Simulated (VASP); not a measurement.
# Pb2OF2 in VASP: notebook

The runs below take Pb2OF2 through single point, with PBE.

All numbers are computed with VASP 6.6.1; they aren't measurements. Logs are shortened: lines on timing, memory, paths and dates and some standing lists are left out, and cuts for length are marked.

## 1. The cell of the first run

The cell holds a molecule in a box, 5 atoms: a = 9.960 Å, b = 11.300 Å, c = 13.070 Å, α = 90.00°, β = 90.00°, γ = 90.00°.

## 2. Single point, PBE

File INCAR:

```
PREC = Accurate
ENCUT = 520
EDIFF = 1E-6
ISMEAR = 0
SIGMA = 0.01
LREAL = F
LASPH = T
NELM = 80
ALGO = Normal
ISIF = 2
LWAVE = F
LCHARG = T
GGA = PE
LELF = T
LVHAR = T
NBANDS = 32
```

File KPOINTS:

```
Automatic mesh
0
Gamma
  1 1 1
```

File POSCAR:

```
Pb2OF2
1.0
    9.9600000000      0.0000000000      0.0000000000
    0.0000000000     11.3000000000      0.0000000000
    0.0000000000      0.0000000000     13.0700000000
Pb O F
2 1 2
Direct
    0.5312469900      0.5667345100      0.6559150700
    0.5312469900      0.5667345100      0.3442999200
    0.5479698800      0.6022053100      0.5001071200
    0.4518072300      0.3982300900      0.6506143800
    0.4518072300      0.3982300900      0.3496006100
```

Potentials or basis: VASP PAW PBE potentials, release 64 (Pb_d, O, F).

Started as:

```
> cat potpaw_PBE.64/Pb_d/POTCAR potpaw_PBE.64/O/POTCAR potpaw_PBE.64/F/POTCAR > POTCAR
> mpirun -np 1 vasp_gam > vasp.out
```

OUTCAR:

```text
PREC = Accurate
   ENCUT = 520
   EDIFF = 1E-6
   ISMEAR = 0
   LREAL = F
   LASPH = T
   NELM = 80
   ISIF = 2
   GGA = PE

 ion  position               nearest neighbor table
   1  0.531  0.567  0.656-   4 2.06   3 2.08   2 4.07
   2  0.531  0.567  0.344-   5 2.06   3 2.08   1 4.07
   3  0.548  0.602  0.500-   2 2.08   1 2.08
   4  0.452  0.398  0.651-   1 2.06
   5  0.452  0.398  0.350-   2 2.06

  LATTYP: Found a simple orthorhombic cell.
 ALAT       =     9.9600000000
 B/A-ratio  =     1.1345381526
 C/A-ratio  =     1.3122489960

  Lattice vectors:

 A1 = (   9.9600000000,   0.0000000000,   0.0000000000)
 A2 = (   0.0000000000,  11.3000000000,   0.0000000000)
 A3 = (   0.0000000000,   0.0000000000,  13.0700000000)

Analysis of symmetry for initial positions (statically):
=====================================================================
 Subroutine PRICEL returns:
 Original cell was already a primitive cell.

 Routine SETGRP: Setting up the symmetry group for a
 simple orthorhombic supercell.

 Subroutine GETGRP returns: Found  2 space group operations
 (whereof  1 operations were pure point group operations)
 out of a pool of  8 trial point group operations.

The static configuration has the point symmetry C_1 .
 The point group associated with its full space group is C_1h.

Analysis of symmetry for dynamics (positions and initial velocities):
=====================================================================
 Subroutine PRICEL returns:
 Original cell was already a primitive cell.

 Routine SETGRP: Setting up the symmetry group for a
 simple orthorhombic supercell.

 Subroutine GETGRP returns: Found  2 space group operations
 (whereof  1 operations were pure point group operations)
 out of a pool of  8 trial point group operations.

The dynamic configuration has the point symmetry C_1 .
 The point group associated with its full space group is C_1h.

 Subroutine INISYM returns: Found  2 space group operations
 (whereof  1 operations are pure point group operations),
 and found     1 'primitive' translations

----------------------------------------------------------------------------------------

                                     Primitive cell

  volume of cell :    1471.0024

  direct lattice vectors                    reciprocal lattice vectors
     9.960000000  0.000000000  0.000000000     0.100401606  0.000000000  0.000000000
     0.000000000 11.300000000  0.000000000     0.000000000  0.088495575  0.000000000
     0.000000000  0.000000000 13.070000000     0.000000000  0.000000000  0.076511094

  length of vectors
     9.960000000 11.300000000 13.070000000     0.100401606  0.088495575  0.076511094

  position of ions in fractional coordinates (direct lattice)
     0.531246990  0.566734510  0.655915070
     0.531246990  0.566734510  0.344299920
     0.547969880  0.602205310  0.500107120
     0.451807230  0.398230090  0.650614380
     0.451807230  0.398230090  0.349600610

  ion indices of the primitive-cell ions
   primitive index   ion index
                 1           1
                 2           2
                 3           3
                 4           4
                 5           5

----------------------------------------------------------------------------------------

 KPOINTS: Automatic mesh

Automatic generation of k-mesh.
 Grid dimensions read from file:
 generate k-points for:    1    1    1

 Generating k-lattice:

  Cartesian coordinates                     Fractional coordinates (reciprocal lattice)
     0.100401606  0.000000000  0.000000000     1.000000000  0.000000000  0.000000000
     0.000000000  0.088495575  0.000000000     0.000000000  1.000000000  0.000000000
     0.000000000  0.000000000  0.076511094     0.000000000  0.000000000  1.000000000

  Length of vectors
     0.100401606  0.088495575  0.076511094

  Shift w.r.t. Gamma in fractional coordinates (k-lattice)
     0.000000000  0.000000000  0.000000000

 Subroutine IBZKPT returns following result:
 ===========================================

 Found      1 irreducible k-points:

 Following reciprocal coordinates:
            Coordinates               Weight
  0.000000  0.000000  0.000000      1.000000
   k-points           NKPTS =      1   k-points in BZ     NKDIM =      1   number of bands    NBANDS=     32
   number of dos      NEDOS =    301   number of ions     NIONS =      5
   total plane-waves  NPLWV = 658560
   dimension x,y,z NGX =    80 NGY =   84 NGZ =   98
   dimension x,y,z NGXF=   160 NGYF=  168 NGZF=  196
   ions per type =               2   1   2
   NGX,Y,Z   is equivalent  to a cutoff of  13.35, 12.36, 12.47 a.u.
   NGXF,Y,Z  is equivalent  to a cutoff of  26.71, 24.72, 24.93 a.u.
 SYSTEM =  unknown system
   PREC   = accura    normal or accurate (medium, high low for compatibility)
   ISTART =      0    job   : 0-new  1-cont  2-samecut
   ICHARG =      2    charge: 1-file 2-atom 10-const
   ISPIN  =      1    spin polarized calculation?
   LNONCOLLINEAR =      F non collinear calculations
   LSORBIT =      F    spin-orbit coupling
   LASPH  =      T    aspherical Exc in radial PAW
   ENCUT  =  520.0 eV  38.22 Ry    6.18 a.u.  18.52 21.01 24.30*2*pi/ulx,y,z
   NELM   =     80;   NELMIN=  2; NELMDL= -5     # of ELM steps
   EDIFF  = 0.1E-05   stopping-criterion for ELM
   LREAL  =      F    real-space projection
   EDIFFG = 0.1E-04   stopping-criterion for IOM
   NSW    =      0    number of steps for IOM
   IBRION =     -1    ionic relax: 0-MD 1-quasi-New 2-CG
   NFREE  =      0    steps in history (QN), initial steepest desc. (CG)
   ISIF   =      2    stress and relaxation
   ISYM   =      2    0-nonsym 1-usesym 2-fastsym
   POTIM  = 0.5000    time-step for ionic-motion
   TEBEG  =    0.0;   TEEND  =   0.0 temperature during run
   PSTRESS=    0.0 pullay stress
   NELECT =      48.0000    total number of electrons
   NUPDOWN=      -1.0000    fix difference up-down
   EMIN   =  10.00;   EMAX   =-10.00  energy-range for DOS
   EFERMI =   0.00;   METHOD = LEGACY
   ISMEAR =     0;   SIGMA  =   0.01  broadening in eV -4-tet -1-fermi 0-gaus
   EFERMI_NEDOS =   21; number of points for ismear=-14 and -15
   IALGO  =     38    algorithm
   IMIX   =      4    mixing-type and parameters
     AMIX     =   0.40;   BMIX     =  1.00
     AMIX_MAG =   1.60;   BMIX_MAG =  1.00
  volume/ion in A,a.u.               =     294.20      1985.36
  Fermi-wavevector in a.u.,A,eV,Ry     =   0.523139  0.988590  3.723573  0.273675
  Thomas-Fermi vector in A             =   1.542278
   LORBIT       =      0    0 simple, 1 ext, 2 COOP (PROOUT), +10 PAW based schemes
   GGA     = PE    functional components
   LHFCALC =     F    Hartree Fock is set to
   AEXX    =    0.0000 exact exchange contribution
   IVDW    =     0    specifies the selected vdW correction
   LEPSILON=     F    determine dielectric tensor
   LRPA    =     F    only Hartree local field effects (RPA)
 non-spin polarized calculation
 Gauss-broadening in eV      SIGMA  =   0.01
  energy-cutoff  :      520.00
  volume of cell :     1471.00
 maximum number of plane-waves:     19764
 NGX is ok and might be reduce to    80
   NGX = 37   NGY = 43   NGZ = 49

 number of electron      47.9999994 magnetization

 Free energy of the ion-electron system (eV)
  ---------------------------------------------------
  ext. energy  EPLUGINS =         0.00000000
  ---------------------------------------------------
  free energy    TOTEN  =       -22.24471826 eV

  energy without entropy =      -22.24471826  energy(sigma->0) =      -22.24471826

 E-fermi :  -5.8602     XC(G=0):  -1.2947

 val. band max:       -5.9096978828   @ k =   0.0000   0.0000   0.0000
 cond. band min:      -2.5991846696   @ k =   0.0000   0.0000   0.0000
 fundamental gap:      3.3105132132
 Fermi energy:        -5.8602367644

 k-point     1 :       0.0000    0.0000    0.0000
  band No.  band energies     occupation
      1     -26.2292      2.00000
      2     -26.2250      2.00000
      3     -22.5599      2.00000
      4     -20.9882      2.00000
      5     -20.8603      2.00000
      6     -20.8585      2.00000
      7     -20.8435      2.00000
      8     -20.8198      2.00000
      9     -20.7767      2.00000
     10     -20.6271      2.00000
     11     -20.5771      2.00000
     12     -20.5049      2.00000
     13     -19.3815      2.00000
     14     -12.5458      2.00000
     15     -11.1526      2.00000
     16      -7.9308      2.00000
     17      -7.3687      2.00000
     18      -7.3446      2.00000
     19      -7.2548      2.00000
     20      -7.1444      2.00000
     21      -7.0697      2.00000
     22      -6.3383      2.00000
     23      -5.9370      2.00000
     24      -5.9097      2.00000
     25      -2.5992      0.00000
     26      -2.1325      0.00000
     27      -0.9313      0.00000
     28      -0.4777      0.00000
     29      -0.3998      0.00000
     30      -0.0305      0.00000
     31       0.6179      0.00000
     32       1.1546      0.00000

------------------------ aborting loop because EDIFF is reached ----------------------------------------

  FORCE on cell =-STRESS in cart. coord.  units (eV):
  Direction    XX          YY          ZZ          XY          YZ          ZX
  --------------------------------------------------------------------------------------
  -------------------------------------------------------------------------------------
  Total        0.1471170      1.2796741      0.4755859      0.6606669      0.0000000      0.0000000
  in kB        0.1602360      1.3937875      0.5179957      0.7195811      0.0000000      0.0000000
  external PRESSURE =       0.6906731 kB  Pullay stress =       0.0000000 kB

 VOLUME and BASIS-vectors are now :
 -----------------------------------------------------------------------------
  energy-cutoff  :      520.00
  volume of cell :     1471.00
      direct lattice vectors                 reciprocal lattice vectors
     9.960000000  0.000000000  0.000000000     0.100401606  0.000000000  0.000000000
     0.000000000 11.300000000  0.000000000     0.000000000  0.088495575  0.000000000
     0.000000000  0.000000000 13.070000000     0.000000000  0.000000000  0.076511094

 POSITION                                       TOTAL-FORCE (eV/Angst)
 -----------------------------------------------------------------------------------
      5.29122      6.40410      8.57281         0.151869      0.346772      0.137019
      5.29122      6.40410      4.50000         0.151869      0.346772     -0.137019
      5.45778      6.80492      6.53640         0.034996      0.084514      0.000000
      4.50000      4.50000      8.50353        -0.169367     -0.389029      0.001391
      4.50000      4.50000      4.56928        -0.169367     -0.389029     -0.001391
 -----------------------------------------------------------------------------------
    total drift:                               -0.000105     -0.002226     -0.028365

  FREE ENERGIE OF THE ION-ELECTRON SYSTEM (eV)
  ---------------------------------------------------
  free  energy   TOTEN  =       -22.2447182553 eV

  energy  without entropy=      -22.2447182553  energy(sigma->0) =      -22.24471826
```

Wall time 2.6 min (1 thread of AMD EPYC 7R43 (Zen 3), shared host); peak memory 1.1 GiB.

Results:

```
Free energy                     : -22.2447 eV
Largest force                   : 0.424 eV/Å
Gap between the frontier levels : 3.31 eV
```

Forces on the atoms (eV/Å):
```
Pb   0.152  0.347  0.137
Pb   0.152  0.347 -0.137
O    0.035  0.085  0.000
F   -0.169 -0.389  0.001
F   -0.169 -0.389 -0.001
```

Levels at points of the mesh, in eV from the valence-band top:
```csv
k point,band 21,band 22,band 23,band 24,band 25,band 26,band 27,band 28
"(0.00, 0.00, 0.00)",-1.16,-0.43,-0.03,0.00,3.31,3.78,4.98,5.43
```

Caveat: spin-orbit coupling is left out, which moves the levels of the heavy elements.

## 3. Single point, PBE, non-collinear spin, zero start, spin-orbit coupling

File INCAR:

```
PREC = Accurate
ENCUT = 520
EDIFF = 1E-6
ISMEAR = 0
SIGMA = 0.01
LREAL = False
LASPH = True
NELM = 150
ALGO = Normal
ISIF = 2
LWAVE = False
LCHARG = True
LNONCOLLINEAR = True
MAGMOM = 0 0 0 0 0 0 0 0 0 0 0 0 0 0 0
LORBIT = 11
LSORBIT = True
GGA_COMPAT = False
LORBMOM = True
GGA = PE
LVHAR = True
NBANDS = 63
```

File KPOINTS:

```
regular mesh
0
Gamma
  1 1 1
```

POSCAR is that of step 2.

Potentials or basis: VASP PAW PBE potentials, release 64 (Pb_d, O, F).

Started as:

```
> cat potpaw_PBE.64/Pb_d/POTCAR potpaw_PBE.64/O/POTCAR potpaw_PBE.64/F/POTCAR > POTCAR
> mpirun -np 1 vasp_ncl > vasp.out
```

It took 18 min on 1 thread of AMD EPYC 7R43 (Zen 3), shared host; peak memory 3.6 GiB.

The run converged. Its results:

* Free energy: -23.0216 eV
* Largest force: 0.385 eV/Å
* Net moment: 0.00 μB per cell
* Valence electrons inside the program's atomic spheres: Pb 11.90; O 4.95; F 6.04

Forces on the atoms (eV/Å):
```
Pb   0.135  0.308  0.101
Pb   0.135  0.308 -0.101
O    0.038  0.091  0.000
F   -0.154 -0.353 -0.001
F   -0.154 -0.353  0.001
```

Moments on the atoms (μB; x, y, z):
```
Pb  0.00 0.00 0.00
Pb  0.00 0.00 0.00
O   0.00 0.00 0.00
F   0.00 0.00 0.00
F   0.00 0.00 0.00
```
